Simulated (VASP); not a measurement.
# Nb (Im-3m) in VASP: notebook

Runs on Nb. Level: PBE. Tasks: single point.

Everything below comes from runs of VASP 6.6.1. Logs are shortened: lines on timing, memory, paths and dates and some standing lists are left out, and cuts for length are marked.

## 1. The cell of the first run

The structure is cubic, space group Im-3m (No. 229). Conventional cell: a = 2.626 Å, b = 2.626 Å, c = 2.626 Å, α = 90.00°, β = 90.00°, γ = 90.00°. Nb (site symmetry m-3m) has 14 Nb at 2.27 to 2.63 Å within 3.0 Å.

## 2. Single point, PBE (volume scaled by 0.5)

INCAR reads:

```
SYSTEM = Nb
PREC = Accurate ; ENCUT = 520
EDIFF = 1E-6 ; ISMEAR = -1
SIGMA = 0.05 ; LREAL = .False.
LASPH = .True. ; NELM = 100
ALGO = Normal ; ISIF = 2
LWAVE = .False. ; LCHARG = .False.
GGA = PE ; NBANDS = 12
```

KPOINTS reads:

```
Automatic mesh
0
Gamma
  16 16 16
  0 0 0
```

POSCAR reads:

```
Nb
1.0
   -1.3131543042      1.3131543042      1.3131543042
    1.3131543042     -1.3131543042      1.3131543042
    1.3131543042      1.3131543042     -1.3131543042
Nb
1
Direct
    0.0000000000      0.0000000000      0.0000000000
```

Potentials or basis: VASP PAW PBE potentials, release 64 (Nb_sv).

Run with:

```
> cat potpaw_PBE.64/Nb_sv/POTCAR > POTCAR
> mpirun -np 1 vasp_std > vasp.out
```

OUTCAR:

```text
SYSTEM = Nb
   PREC = Accurate
   ENCUT = 520
   EDIFF = 1E-6
   ISMEAR = -1
   LREAL = .False.
   LASPH = .True.
   NELM = 100
   ISIF = 2
   GGA = PE

 ion  position               nearest neighbor table
   1  0.000  0.000  0.000-

  LATTYP: Found a body centered cubic cell.
 ALAT       =     2.6263086084

  Lattice vectors:

 A1 = (  -1.3131543042,   1.3131543042,   1.3131543042)
 A2 = (   1.3131543042,  -1.3131543042,   1.3131543042)
 A3 = (   1.3131543042,   1.3131543042,  -1.3131543042)

Analysis of symmetry for initial positions (statically):
=====================================================================
 Subroutine PRICEL returns:
 Original cell was already a primitive cell.

 Routine SETGRP: Setting up the symmetry group for a
 body centered cubic supercell.

 Subroutine GETGRP returns: Found 48 space group operations
 (whereof 48 operations were pure point group operations)
 out of a pool of 48 trial point group operations.

The static configuration has the point symmetry O_h .

Analysis of symmetry for dynamics (positions and initial velocities):
=====================================================================
 Subroutine PRICEL returns:
 Original cell was already a primitive cell.

 Routine SETGRP: Setting up the symmetry group for a
 body centered cubic supercell.

 Subroutine GETGRP returns: Found 48 space group operations
 (whereof 48 operations were pure point group operations)
 out of a pool of 48 trial point group operations.

The dynamic configuration has the point symmetry O_h .

 Subroutine INISYM returns: Found 48 space group operations
 (whereof 48 operations are pure point group operations),
 and found     1 'primitive' translations

----------------------------------------------------------------------------------------

                                     Primitive cell

  volume of cell :       9.0575

  direct lattice vectors                    reciprocal lattice vectors
    -1.313154304  1.313154304  1.313154304     0.000000000  0.380762564  0.380762564
     1.313154304 -1.313154304  1.313154304     0.380762564  0.000000000  0.380762564
     1.313154304  1.313154304 -1.313154304     0.380762564  0.380762564  0.000000000

  length of vectors
     2.274449973  2.274449973  2.274449973     0.538479582  0.538479582  0.538479582

  position of ions in fractional coordinates (direct lattice)
     0.000000000  0.000000000  0.000000000

  ion indices of the primitive-cell ions
   primitive index   ion index
                 1           1

----------------------------------------------------------------------------------------

 KPOINTS: Automatic mesh

Automatic generation of k-mesh.
 Grid dimensions read from file:
 generate k-points for:   16   16   16

 Generating k-lattice:

  Cartesian coordinates                     Fractional coordinates (reciprocal lattice)
     0.000000000  0.023797660  0.023797660     0.062500000  0.000000000  0.000000000
     0.023797660  0.000000000  0.023797660     0.000000000  0.062500000  0.000000000
     0.023797660  0.023797660  0.000000000     0.000000000  0.000000000  0.062500000

  Length of vectors
     0.033654974  0.033654974  0.033654974

  Shift w.r.t. Gamma in fractional coordinates (k-lattice)
     0.000000000  0.000000000  0.000000000

 Subroutine IBZKPT returns following result:
 ===========================================

 Found    145 irreducible k-points:

 Following reciprocal coordinates:
            Coordinates               Weight
  0.000000  0.000000  0.000000      1.000000
  0.062500  0.000000  0.000000     12.000000
  0.125000  0.000000  0.000000     12.000000
  0.187500  0.000000  0.000000     12.000000
  0.250000  0.000000  0.000000     12.000000
  0.312500  0.000000  0.000000     12.000000
[... 16 lines left out ...]
  0.187500  0.187500  0.000000     24.000000
  0.250000  0.187500  0.000000     48.000000
 [... further k-points ...]
   k-points           NKPTS =    145   k-points in BZ     NKDIM =    145   number of bands    NBANDS=     12
   number of dos      NEDOS =    301   number of ions     NIONS =      1
   total plane-waves  NPLWV =   5832
   dimension x,y,z NGX =    18 NGY =   18 NGZ =   18
   dimension x,y,z NGXF=    36 NGYF=   36 NGZF=   36
   ions per type =               1
   NGX,Y,Z   is equivalent  to a cutoff of  13.16, 13.16, 13.16 a.u.
   NGXF,Y,Z  is equivalent  to a cutoff of  26.31, 26.31, 26.31 a.u.
 SYSTEM =  Nb
   PREC   = accura    normal or accurate (medium, high low for compatibility)
   ISTART =      0    job   : 0-new  1-cont  2-samecut
   ICHARG =      2    charge: 1-file 2-atom 10-const
   ISPIN  =      1    spin polarized calculation?
   LNONCOLLINEAR =      F non collinear calculations
   LSORBIT =      F    spin-orbit coupling
   LASPH  =      T    aspherical Exc in radial PAW
   ENCUT  =  520.0 eV  38.22 Ry    6.18 a.u.   4.23  4.23  4.23*2*pi/ulx,y,z
   NELM   =    100;   NELMIN=  2; NELMDL= -5     # of ELM steps
   EDIFF  = 0.1E-05   stopping-criterion for ELM
   LREAL  =      F    real-space projection
   EDIFFG = 0.1E-04   stopping-criterion for IOM
   NSW    =      0    number of steps for IOM
   IBRION =     -1    ionic relax: 0-MD 1-quasi-New 2-CG
   NFREE  =      0    steps in history (QN), initial steepest desc. (CG)
   ISIF   =      2    stress and relaxation
   ISYM   =      2    0-nonsym 1-usesym 2-fastsym
   POTIM  = 0.5000    time-step for ionic-motion
   TEBEG  =    0.0;   TEEND  =   0.0 temperature during run
   PSTRESS=    0.0 pullay stress
   NELECT =      13.0000    total number of electrons
   NUPDOWN=      -1.0000    fix difference up-down
   EMIN   =  10.00;   EMAX   =-10.00  energy-range for DOS
   EFERMI =   0.00;   METHOD = LEGACY
   ISMEAR =    -1;   SIGMA  =   0.05  broadening in eV -4-tet -1-fermi 0-gaus
   EFERMI_NEDOS =   21; number of points for ismear=-14 and -15
   IALGO  =     38    algorithm
   IMIX   =      4    mixing-type and parameters
     AMIX     =   0.40;   BMIX     =  1.00
     AMIX_MAG =   1.60;   BMIX_MAG =  1.00
  volume/ion in A,a.u.               =       9.06        61.12
  Fermi-wavevector in a.u.,A,eV,Ry     =   1.846660  3.489681 46.397932  3.410152
  Thomas-Fermi vector in A             =   2.897659
   LORBIT       =      0    0 simple, 1 ext, 2 COOP (PROOUT), +10 PAW based schemes
   GGA     = PE    functional components
   LHFCALC =     F    Hartree Fock is set to
   AEXX    =    0.0000 exact exchange contribution
   IVDW    =     0    specifies the selected vdW correction
   LEPSILON=     F    determine dielectric tensor
   LRPA    =     F    only Hartree local field effects (RPA)
 non-spin polarized calculation
  energy-cutoff  :      520.00
  volume of cell :        9.06
 maximum number of plane-waves:       251
 NGX is ok and might be reduce to    18
   NGX =  9   NGY =  9   NGZ =  9

 number of electron      12.9999999 magnetization

 Free energy of the ion-electron system (eV)
  ---------------------------------------------------
  ext. energy  EPLUGINS =         0.00000000
  ---------------------------------------------------
  free energy    TOTEN  =        -3.32183398 eV

  energy without entropy =       -3.31646490  energy(sigma->0) =       -3.31914944

 E-fermi :  25.1202     XC(G=0): -16.5238

 val. band max:       25.0608295391   @ k =  -0.3750   0.3750   0.2500
 cond. band min:      25.1312683230   @ k =  -0.3125   0.4375   0.0625
 fundamental gap:      0.0704387839
 Fermi energy:        25.1201689338

 k-point     1 :       0.0000    0.0000    0.0000
  band No.  band energies     occupation
      1     -32.4087      2.00000
      2      -2.9119      2.00000
      3      -2.9119      2.00000
      4      -2.9119      2.00000
      5      19.9659      2.00000
      6      23.2777      2.00000
      7      23.2777      2.00000
      8      23.2777      2.00000
      9      29.0624      0.00000
     10      29.0624      0.00000
     11      39.1256      0.00000
     12      39.1256      0.00000

 k-point     2 :       0.0625    0.0000    0.0000
  band No.  band energies     occupation
      1     -32.3255      2.00000
      2      -3.2915      2.00000
      3      -3.0246      2.00000
      4      -2.9226      2.00000
      5      20.3374      2.00000
      6      23.0058      2.00000
      7      23.2460      2.00000
      8      23.6586      2.00000
      9      28.5047      0.00000
     10      29.0053      0.00000
     11      39.5331      0.00000
     12      39.7183      0.00000

 k-point     3 :       0.1250    0.0000    0.0000
  band No.  band energies     occupation
      1     -32.0825      2.00000
      2      -4.3207      2.00000
      3      -3.3349      2.00000
      4      -2.9534      2.00000
      5      20.9191      2.00000
      6      22.3069      2.00000
      7      23.4344      2.00000
      8      24.7713      1.99814
      9      27.7082      0.00000
     10      28.9091      0.00000
     11      40.6106      0.00000
     12      41.3802      0.00000
[... 286 lines left out ...]
 k-point    23 :       0.1875    0.1875    0.0000
  band No.  band energies     occupation
      1     -30.5743      2.00000
      2      -8.5940      2.00000
      3      -5.2207      2.00000
      4      -3.6593      2.00000
      5      19.3866      2.00000
      6      20.8069      2.00000
      7      25.1543      0.67125
      8      27.2741      0.00000
      9      31.5545      0.00000
     10      34.5487      0.00000
     11      44.1867      0.00000
     12      45.0792      0.00000

 k-point    24 :       0.2500    0.1875    0.0000
  band No.  band energies     occupation
      1     -30.1266      2.00000
      2      -9.4445      2.00000
      3      -5.9565      2.00000
      4      -3.7985      2.00000
      5      18.8725      2.00000
      6      20.6565      2.00000
      7      25.9301      0.00000
      8      28.1201      0.00000
      9      32.1579      0.00000
     10      37.3252      0.00000
     11      43.3690      0.00000
     12      46.7899      0.00000

 [... further k-points ...]
[... 5 lines left out ...]
  --------------------------------------------------------------------------------------
  -------------------------------------------------------------------------------------
  Total       24.3919066     24.3919066     24.3919066     -0.0000000     -0.0000000     -0.0000000
  in kB     4314.6845977   4314.6845977   4314.6845977     -0.0000000     -0.0000000     -0.0000000
  external PRESSURE =    4314.6845977 kB  Pullay stress =       0.0000000 kB

 VOLUME and BASIS-vectors are now :
 -----------------------------------------------------------------------------
  energy-cutoff  :      520.00
  volume of cell :        9.06
      direct lattice vectors                 reciprocal lattice vectors
    -1.313154304  1.313154304  1.313154304     0.000000000  0.380762564  0.380762564
     1.313154304 -1.313154304  1.313154304     0.380762564  0.000000000  0.380762564
     1.313154304  1.313154304 -1.313154304     0.380762564  0.380762564  0.000000000

 POSITION                                       TOTAL-FORCE (eV/Angst)
 -----------------------------------------------------------------------------------
      0.00000      0.00000      0.00000        -0.000000     -0.000000     -0.000000
 -----------------------------------------------------------------------------------
    total drift:                               -0.000000     -0.000000      0.000000

  FREE ENERGIE OF THE ION-ELECTRON SYSTEM (eV)
  ---------------------------------------------------
  free  energy   TOTEN  =        -3.3218339750 eV

  energy  without entropy=       -3.3164649045  energy(sigma->0) =       -3.31914944
```

Wall time 13 s (1 thread of AMD EPYC 9R45 (Zen 5), shared host); peak memory 0.1 GiB.

Results:

```
Free energy : -3.3218 eV
Pressure    : 431.5 GPa
```

Levels at points of the mesh, in eV from the Fermi level:
| k point | band 4 | band 5 | band 6 | band 7 | band 8 | band 9 |
| --- | --- | --- | --- | --- | --- | --- |
| (0.00, 0.00, 0.00) | -28.03 | -5.15 | -1.84 | -1.84 | -1.84 | 3.94 |
| (0.50, 0.00, 0.00) | -28.33 | -8.74 | -6.47 | 5.24 | 6.47 | 8.52 |
| (0.50, 0.50, 0.50) | -33.38 | -11.22 | -11.22 | 10.59 | 10.59 | 10.59 |

## 3. Single point, PBE (volume scaled by 0.6)

INCAR reads:

```
SYSTEM = Nb
PREC     = Accurate       ! precision mode
ENCUT    = 520            ! plane-wave cutoff, eV
EDIFF    = 1E-6           ! SCF threshold, eV
ISMEAR   = -1             ! smearing method
SIGMA    = 0.05           ! smearing width, eV
LREAL    = .FALSE.        ! projectors in reciprocal space
LASPH    = .TRUE.         ! aspherical terms in the spheres
NELM     = 100            ! most SCF steps
ALGO     = Normal         ! electronic algorithm
ISIF     = 2              ! what is computed and relaxed
LWAVE    = .FALSE.        ! write WAVECAR
LCHARG   = .FALSE.        ! write CHGCAR
GGA      = PE             ! functional
NBANDS   = 12             ! bands
```

KPOINTS reads:

```
regular mesh
0
G
  16 16 16
  0 0 0
```

POSCAR reads:

```
Nb
1.0
   -1.3954346740      1.3954346740      1.3954346740
    1.3954346740     -1.3954346740      1.3954346740
    1.3954346740      1.3954346740     -1.3954346740
Nb
1
Direct
    0.0000000000      0.0000000000      0.0000000000
```

Potentials or basis: VASP PAW PBE potentials, release 64 (Nb_sv).

Run with:

```
> cat potpaw_PBE.64/Nb_sv/POTCAR > POTCAR
> mpirun -np 1 vasp_std > vasp.out
```

Wall time 13 s (1 thread of AMD EPYC 9R45 (Zen 5), shared host); peak memory 0.1 GiB.

It converged, with:

```yaml
Free_energy: -6.8894 eV
Pressure: 222.7 GPa
```

Levels at points of the mesh, in eV from the Fermi level:
```csv
k point,band 4,band 5,band 6,band 7,band 8,band 9
"(0.00, 0.00, 0.00)",-28.48,-6.20,-0.96,-0.96,-0.96,3.94
"(0.50, 0.00, 0.00)",-28.63,-7.12,-4.73,4.69,5.80,6.10
"(0.50, 0.50, 0.50)",-32.03,-8.60,-8.60,9.06,9.06,9.06
```

## 4. Single point, PBE (volume scaled by 0.6)

INCAR reads:

```
PREC     = Accurate       # precision mode
ENCUT    = 520            # plane-wave cutoff, eV
EDIFF    = 1E-6           # SCF threshold, eV
ISMEAR   = -1             # smearing method
SIGMA    = 0.05           # smearing width, eV
LREAL    = False          # projectors in reciprocal space
LASPH    = True           # aspherical terms in the spheres
NELM     = 80             # most SCF steps
ALGO     = Normal         # electronic algorithm
ISIF     = 2              # what is computed and relaxed
LWAVE    = False          # write WAVECAR
LCHARG   = False          # write CHGCAR
GGA      = PE             # functional
NBANDS   = 12             # bands
```

KPOINTS reads:

```
regular mesh
0
Gamma
  16 16 16
```

POSCAR is that of step 3.

Run with:

```
> cat potpaw_PBE.64/Nb_sv/POTCAR > POTCAR
> mpirun -np 1 vasp_std > vasp.out
```

Wall time 13 s (1 thread of AMD EPYC 9R45 (Zen 5), shared host); peak memory 0.1 GiB.

It converged, with:

```yaml
Free_energy: -6.8894 eV
Pressure: 222.7 GPa
```

Levels at points of the mesh, in eV from the Fermi level:
```csv
k point,band 4,band 5,band 6,band 7,band 8,band 9
"(0.00, 0.00, 0.00)",-28.48,-6.20,-0.96,-0.96,-0.96,3.94
"(0.50, 0.00, 0.00)",-28.63,-7.12,-4.73,4.69,5.80,6.10
"(0.50, 0.50, 0.50)",-32.03,-8.60,-8.60,9.06,9.06,9.06
```

(Continued in part 2 of 2.)
